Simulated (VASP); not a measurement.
# Pt (Im-3m) in VASP: notebook, part 2 of 3

VASP 6.6.1. The steps go on from the part before.

## 3. Single point, LDA (volume scaled by 0.96)

INCAR reads:

```
SYSTEM = Pt
  PREC = Accurate
  ENCUT = 520
  EDIFF = 1E-7
  ISMEAR = -1
  SIGMA = 0.05
  LREAL = .FALSE.
  LASPH = .TRUE.
  NELM = 60
  ALGO = Normal
  ISIF = 2
  LWAVE = .FALSE.
  LCHARG = .TRUE.
  GGA = CA
  LELF = .TRUE.
  LVHAR = .TRUE.
  NBANDS = 11
```

KPOINTS reads:

```
Automatic mesh
0
G
  12 12 12
  0 0 0
```

POSCAR reads:

```
Pt
1.0
   -1.5628089970      1.5628089970      1.5628089970
    1.5628089970     -1.5628089970      1.5628089970
    1.5628089970      1.5628089970     -1.5628089970
Pt
1
Direct
    0.0000000000      0.0000000000      0.0000000000
```

Potentials or basis: VASP PAW LDA potentials, release 64 (Pt).

Started as:

```bash
$ cat potpaw_LDA.64/Pt/POTCAR > POTCAR
$ mpirun -np 1 vasp_std > vasp.out
```

OUTCAR:

```text
SYSTEM = Pt
   PREC = Accurate
   ENCUT = 520
   EDIFF = 1E-7
   ISMEAR = -1
   LREAL = .FALSE.
   LASPH = .TRUE.
   NELM = 60
   ISIF = 2
   GGA = CA

 ion  position               nearest neighbor table
   1  0.000  0.000  0.000-

  LATTYP: Found a body centered cubic cell.
 ALAT       =     3.1256179940

  Lattice vectors:

 A1 = (  -1.5628089970,   1.5628089970,   1.5628089970)
 A2 = (   1.5628089970,  -1.5628089970,   1.5628089970)
 A3 = (   1.5628089970,   1.5628089970,  -1.5628089970)

Analysis of symmetry for initial positions (statically):
=====================================================================
 Subroutine PRICEL returns:
 Original cell was already a primitive cell.

 Routine SETGRP: Setting up the symmetry group for a
 body centered cubic supercell.

 Subroutine GETGRP returns: Found 48 space group operations
 (whereof 48 operations were pure point group operations)
 out of a pool of 48 trial point group operations.

The static configuration has the point symmetry O_h .

Analysis of symmetry for dynamics (positions and initial velocities):
=====================================================================
 Subroutine PRICEL returns:
 Original cell was already a primitive cell.

 Routine SETGRP: Setting up the symmetry group for a
 body centered cubic supercell.

 Subroutine GETGRP returns: Found 48 space group operations
 (whereof 48 operations were pure point group operations)
 out of a pool of 48 trial point group operations.

The dynamic configuration has the point symmetry O_h .

 Subroutine INISYM returns: Found 48 space group operations
 (whereof 48 operations are pure point group operations),
 and found     1 'primitive' translations

----------------------------------------------------------------------------------------
[... 114 lines left out ...]
  Thomas-Fermi vector in A             =   2.542504
   LORBIT       =      0    0 simple, 1 ext, 2 COOP (PROOUT), +10 PAW based schemes
   GGA     = CA    functional components
   LHFCALC =     F    Hartree Fock is set to
   AEXX    =    0.0000 exact exchange contribution
   IVDW    =     0    specifies the selected vdW correction
   LEPSILON=     F    determine dielectric tensor
   LRPA    =     F    only Hartree local field effects (RPA)
 non-spin polarized calculation
  energy-cutoff  :      520.00
  volume of cell :       15.27
 maximum number of plane-waves:       420
   NGX =  9   NGY =  9   NGZ =  9

 number of electron      10.0000000 magnetization

 number of electron       9.9999997 magnetization

 Free energy of the ion-electron system (eV)
  ---------------------------------------------------
  ext. energy  EPLUGINS =         0.00000000
  ---------------------------------------------------
  free energy    TOTEN  =        -7.40171283 eV

  energy without entropy =       -7.39585519  energy(sigma->0) =       -7.39878401

 E-fermi :  10.6036     XC(G=0): -13.6109

 val. band max:       10.5463302991   @ k =   0.5000   0.5000   0.4167
 cond. band min:      10.6442440032   @ k =  -0.4167  -0.4167   0.1667
 fundamental gap:      0.0979137041
 Fermi energy:        10.6036092148

 k-point     1 :       0.0000    0.0000    0.0000
  band No.  band energies     occupation
      1       0.8022      2.00000
      2       6.9857      2.00000
      3       6.9857      2.00000
      4       6.9857      2.00000
      5       9.6543      2.00000
      6       9.6543      2.00000
      7      27.7360      0.00000
      8      27.7360      0.00000
      9      27.7360      0.00000
     10      38.2712      0.00000
     11      38.2712      0.00000
[... 309 lines left out ...]
 k-point    24 :       0.4167    0.0833    0.0833
  band No.  band energies     occupation
      1       4.2575      2.00000
      2       5.4842      2.00000
      3       8.9548      2.00000
      4       9.6033      2.00000
      5      10.0243      1.99998
      6      14.1519      0.00000
      7      16.8684      0.00000
      8      23.9033      0.00000
      9      24.8746      0.00000
     10      35.1550      0.00000
     11      35.4021      0.00000

 [... further k-points ...]

------------------------ aborting loop because EDIFF is reached ----------------------------------------

  FORCE on cell =-STRESS in cart. coord.  units (eV):
  Direction    XX          YY          ZZ          XY          YZ          ZX
  --------------------------------------------------------------------------------------
  -------------------------------------------------------------------------------------
  Total       -0.5692207     -0.5692207     -0.5692207     -0.0000000      0.0000000     -0.0000000
  in kB      -59.7328912    -59.7328912    -59.7328912     -0.0000000      0.0000000     -0.0000000
  external PRESSURE =     -59.7328912 kB  Pullay stress =       0.0000000 kB

 VOLUME and BASIS-vectors are now :
 -----------------------------------------------------------------------------
  energy-cutoff  :      520.00
  volume of cell :       15.27
      direct lattice vectors                 reciprocal lattice vectors
    -1.562808997  1.562808997  1.562808997     0.000000000  0.319936730  0.319936730
     1.562808997 -1.562808997  1.562808997     0.319936730  0.000000000  0.319936730
     1.562808997  1.562808997 -1.562808997     0.319936730  0.319936730  0.000000000

 POSITION                                       TOTAL-FORCE (eV/Angst)
 -----------------------------------------------------------------------------------
      0.00000      0.00000      0.00000         0.000000     -0.000000      0.000000
 -----------------------------------------------------------------------------------
    total drift:                                0.000000     -0.000000      0.000000

  FREE ENERGIE OF THE ION-ELECTRON SYSTEM (eV)
  ---------------------------------------------------
  free  energy   TOTEN  =        -7.4017128260 eV

  energy  without entropy=       -7.3958551924  energy(sigma->0) =       -7.39878401
```

stdout:

```text
POSCAR found type information on POSCAR Pt
 POSCAR found :  1 types and       1 ions
 scaLAPACK will be used
 LDA part: xc-table for (Slater(with rela. corr.)+CA(PZ))
 , standard interpolation
 POSCAR, INCAR and KPOINTS ok, starting setup
 FFT: planning ... GRIDC
 FFT: planning ... GRID_SOFT
 FFT: planning ... GRID
 WAVECAR not read
 entering main loop
```

It took 5.6 s on 1 thread of AMD EPYC 9R45 (Zen 5), shared host; peak memory 0.09 GiB.

What came out:

```yaml
Free_energy: -7.4017 eV
Pressure: -6.0 GPa
Band_gap_on_the_k_mesh: zero (band 5 reaches 11.77 eV, above the bottom of band 6 at 9.49 eV)
```

Levels at points of the mesh, in eV from the Fermi level:
```
           k point  band 2  band 3  band 4  band 5  band 6  band 7  band 8  band 9
(0.00, 0.00, 0.00)   -3.62   -3.62   -3.62   -0.95   -0.95   17.13   17.13   17.13
(0.50, 0.00, 0.00)   -5.12   -1.15   -0.60    0.23    1.20    6.66   13.32   16.14
(0.50, 0.50, 0.50)   -6.34    0.64    0.64    0.64    7.78    7.78    7.78   13.32
```

Caveat: spin-orbit coupling is left out, which moves the levels of the heavy elements.

## 4. Single point, LDA (volume scaled by 0.98)

INCAR reads:

```
PREC = Accurate ; ENCUT = 520
EDIFF = 1E-6 ; ISMEAR = -1
SIGMA = 0.05 ; LREAL = F
LASPH = T ; NELM = 60
ALGO = Fast ; ISIF = 2
LWAVE = F ; LCHARG = F
NBANDS = 11
```

KPOINTS reads:

```
regular mesh
0
Gamma
  12 12 12
```

POSCAR reads:

```
Pt
1.0
   -1.5735873306      1.5735873306      1.5735873306
    1.5735873306     -1.5735873306      1.5735873306
    1.5735873306      1.5735873306     -1.5735873306
Pt
1
Direct
    0.0000000000      0.0000000000      0.0000000000
```

Potentials or basis: VASP PAW LDA potentials, release 64 (Pt).

Started as:

```bash
$ cat potpaw_LDA.64/Pt/POTCAR > POTCAR
$ mpirun -np 1 vasp_std > vasp.out
```

OUTCAR:

```text
PREC = Accurate
   ENCUT = 520
   EDIFF = 1E-6
   ISMEAR = -1
   LREAL = F
   LASPH = T
   NELM = 60
   ISIF = 2

 ion  position               nearest neighbor table
   1  0.000  0.000  0.000-

  LATTYP: Found a body centered cubic cell.
 ALAT       =     3.1471746612

  Lattice vectors:

 A1 = (  -1.5735873306,   1.5735873306,   1.5735873306)
 A2 = (   1.5735873306,  -1.5735873306,   1.5735873306)
 A3 = (   1.5735873306,   1.5735873306,  -1.5735873306)

Analysis of symmetry for initial positions (statically):
=====================================================================
 Subroutine PRICEL returns:
 Original cell was already a primitive cell.

 Routine SETGRP: Setting up the symmetry group for a
 body centered cubic supercell.

 Subroutine GETGRP returns: Found 48 space group operations
[... 9 lines left out ...]

 Routine SETGRP: Setting up the symmetry group for a
 body centered cubic supercell.

 Subroutine GETGRP returns: Found 48 space group operations
[... 11 lines left out ...]
                                     Primitive cell

  volume of cell :      15.5859

  direct lattice vectors                    reciprocal lattice vectors
    -1.573587331  1.573587331  1.573587331     0.000000000  0.317745314  0.317745314
     1.573587331 -1.573587331  1.573587331     0.317745314  0.000000000  0.317745314
     1.573587331  1.573587331 -1.573587331     0.317745314  0.317745314  0.000000000

  length of vectors
     2.725533207  2.725533207  2.725533207     0.449359732  0.449359732  0.449359732

  position of ions in fractional coordinates (direct lattice)
     0.000000000  0.000000000  0.000000000

  ion indices of the primitive-cell ions
   primitive index   ion index
                 1           1

----------------------------------------------------------------------------------------

 KPOINTS: regular mesh

Automatic generation of k-mesh.
 Grid dimensions read from file:
[... 82 lines left out ...]
   IALGO  =     68    algorithm
   IMIX   =      4    mixing-type and parameters
     AMIX     =   0.40;   BMIX     =  1.00
     AMIX_MAG =   1.60;   BMIX_MAG =  1.00
  volume/ion in A,a.u.               =      15.59       105.18
  Fermi-wavevector in a.u.,A,eV,Ry     =   1.411987  2.668268 27.126028  1.993707
  Thomas-Fermi vector in A             =   2.533782
   LORBIT       =      0    0 simple, 1 ext, 2 COOP (PROOUT), +10 PAW based schemes
   GGA     = CA    functional components
   LHFCALC =     F    Hartree Fock is set to
   AEXX    =    0.0000 exact exchange contribution
   IVDW    =     0    specifies the selected vdW correction
   LEPSILON=     F    determine dielectric tensor
   LRPA    =     F    only Hartree local field effects (RPA)
 non-spin polarized calculation
 RMM-DIIS sequential band-by-band and
  energy-cutoff  :      520.00
  volume of cell :       15.59
 maximum number of plane-waves:       430
   NGX = 11   NGY = 11   NGZ = 11

 number of electron      10.0000000 magnetization

 number of electron       9.9999997 magnetization

 Free energy of the ion-electron system (eV)
  ---------------------------------------------------
  ext. energy  EPLUGINS =         0.00000000
  ---------------------------------------------------
  free energy    TOTEN  =        -7.38489584 eV

  energy without entropy =       -7.37875185  energy(sigma->0) =       -7.38182385

 E-fermi :  10.2256     XC(G=0): -13.4920

 val. band max:       10.1674430550   @ k =   0.5000   0.5000   0.4167
 cond. band min:      10.2617752496   @ k =  -0.4167  -0.4167   0.1667
 fundamental gap:      0.0943321946
 Fermi energy:        10.2256395512

 k-point     1 :       0.0000    0.0000    0.0000
  band No.  band energies     occupation
      1       0.6369      2.00000
      2       6.7185      2.00000
      3       6.7185      2.00000
      4       6.7185      2.00000
      5       9.3082      2.00000
      6       9.3082      2.00000
      7      27.3654      0.00000
      8      27.3654      0.00000
      9      27.3654      0.00000
     10      37.6361      0.00000
     11      37.6451      0.00000
[... 309 lines left out ...]
 k-point    24 :       0.4167    0.0833    0.0833
  band No.  band energies     occupation
      1       4.0659      2.00000
      2       5.2659      2.00000
      3       8.6442      2.00000
      4       9.2537      2.00000
      5       9.6599      1.99998
      6      13.7141      0.00000
      7      16.3249      0.00000
      8      23.4778      0.00000
      9      24.3088      0.00000
     10      34.5325      0.00000
     11      34.9033      0.00000

 [... further k-points ...]
[... 5 lines left out ...]
  --------------------------------------------------------------------------------------
  -------------------------------------------------------------------------------------
  Total       -1.0785814     -1.0785814     -1.0785814      0.0000000     -0.0000000      0.0000000
  in kB     -110.8743171   -110.8743171   -110.8743171      0.0000000     -0.0000000      0.0000000
  external PRESSURE =    -110.8743171 kB  Pullay stress =       0.0000000 kB

 VOLUME and BASIS-vectors are now :
 -----------------------------------------------------------------------------
  energy-cutoff  :      520.00
  volume of cell :       15.59
      direct lattice vectors                 reciprocal lattice vectors
    -1.573587331  1.573587331  1.573587331     0.000000000  0.317745314  0.317745314
     1.573587331 -1.573587331  1.573587331     0.317745314  0.000000000  0.317745314
     1.573587331  1.573587331 -1.573587331     0.317745314  0.317745314  0.000000000

 POSITION                                       TOTAL-FORCE (eV/Angst)
 -----------------------------------------------------------------------------------
      0.00000      0.00000      0.00000         0.000000      0.000000      0.000000
 -----------------------------------------------------------------------------------
    total drift:                               -0.000000     -0.000000      0.000000

  FREE ENERGIE OF THE ION-ELECTRON SYSTEM (eV)
  ---------------------------------------------------
  free  energy   TOTEN  =        -7.3848958414 eV

  energy  without entropy=       -7.3787518503  energy(sigma->0) =       -7.38182385
```

OSZICAR:

```text
N       E                     dE             d eps       ncg     rms          rms(c)
DAV:   1     0.389195562176E+02    0.38920E+02   -0.52723E+03  1624   0.841E+02
DAV:   2    -0.717299147285E+01   -0.46093E+02   -0.44052E+02  1802   0.176E+02
DAV:   3    -0.780349942743E+01   -0.63051E+00   -0.62929E+00  1842   0.198E+01
DAV:   4    -0.780587191045E+01   -0.23725E-02   -0.23724E-02  1821   0.143E+00
DAV:   5    -0.780589093372E+01   -0.19023E-04   -0.19024E-04  1886   0.119E-01    0.116E+01
RMM:   6    -0.742472140066E+01    0.38117E+00   -0.38218E-01  1585   0.514E+00    0.598E+00
RMM:   7    -0.738892799907E+01    0.35793E-01   -0.56090E-02  1660   0.210E+00    0.242E+00
RMM:   8    -0.738510319012E+01    0.38248E-02   -0.70505E-03  1710   0.773E-01    0.529E-01
RMM:   9    -0.738488412762E+01    0.21906E-03   -0.83014E-04  1813   0.246E-01    0.651E-02
RMM:  10    -0.738489852753E+01   -0.14400E-04   -0.12665E-04  1819   0.853E-02    0.744E-02
RMM:  11    -0.738489701049E+01    0.15170E-05   -0.15163E-05  1759   0.276E-02    0.224E-02
RMM:  12    -0.738489572276E+01    0.12877E-05   -0.61755E-06  1663   0.186E-02    0.512E-03
RMM:  13    -0.738489584138E+01   -0.11862E-06   -0.12143E-06  1260   0.684E-03
   1 F= -.73848958E+01 E0= -.73818238E+01  d E =-.614399E-02
```

stdout:

```text
POSCAR found type information on POSCAR Pt
 POSCAR found :  1 types and       1 ions
 scaLAPACK will be used
 LDA part: xc-table for (Slater(with rela. corr.)+CA(PZ))
 , standard interpolation
 POSCAR, INCAR and KPOINTS ok, starting setup
 FFT: planning ... GRIDC
 FFT: planning ... GRID_SOFT
 FFT: planning ... GRID
 WAVECAR not read
 entering main loop
```

Wall time 6.3 s (1 thread of AMD EPYC 9R45 (Zen 5), shared host); peak memory 0.09 GiB.

Results:

* Free energy: -7.3849 eV
* Pressure: -11.1 GPa
* Band gap on the k mesh: zero (band 5 reaches 11.34 eV, above the bottom of band 6 at 9.15 eV)

Caveat: spin-orbit coupling is left out, which moves the levels of the heavy elements.

(Continued in part 3 of 3.)
